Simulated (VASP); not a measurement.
A run of VASP 6.6.1:

INCAR

```
PREC = Accurate ; ENCUT = 520
EDIFF = 1E-6 ; ISMEAR = 0
SIGMA = 0.1 ; LREAL = False
LASPH = True ; NELM = 80
ALGO = Normal ; ISIF = 2
LWAVE = False ; LCHARG = False
GGA = PE ; NBANDS = 25
```

The input KPOINTS:

```
regular mesh
0
Gamma
  4 4 4
```

Contents of POSCAR:

```
ScSbSe3
1.0
    5.0631845400      0.0000000000      0.0000000000
    0.0000000000      5.0631845400      0.0000000000
    0.0000000000      0.0000000000      5.0631845400
Sc Sb Se
1 1 3
Direct
    0.5000000000      0.5000000000      0.5000000000
    0.0000000000      0.0000000000      0.0000000000
    0.0000000000      0.5000000000      0.5000000000
    0.5000000000      0.0000000000      0.5000000000
    0.5000000000      0.5000000000      0.0000000000
```

Potentials or basis: VASP PAW PBE potentials, release 64 (Sc_sv, Sb, Se).

Launch:

```console
$ cat potpaw_PBE.64/Sc_sv/POTCAR potpaw_PBE.64/Sb/POTCAR potpaw_PBE.64/Se/POTCAR > POTCAR
$ mpirun -np 1 vasp_std > vasp.out
```

Hardware: 1 thread of Intel(R) Xeon(R) 6975P-C (Granite Rapids), on a shared host.

Estimate the wall time of this run.

Run time: 14 s on 1 thread of Intel(R) Xeon(R) 6975P-C (Granite Rapids) (shared host), peak memory 0.25 GiB. Counts: scf iterations 14, k points 10.
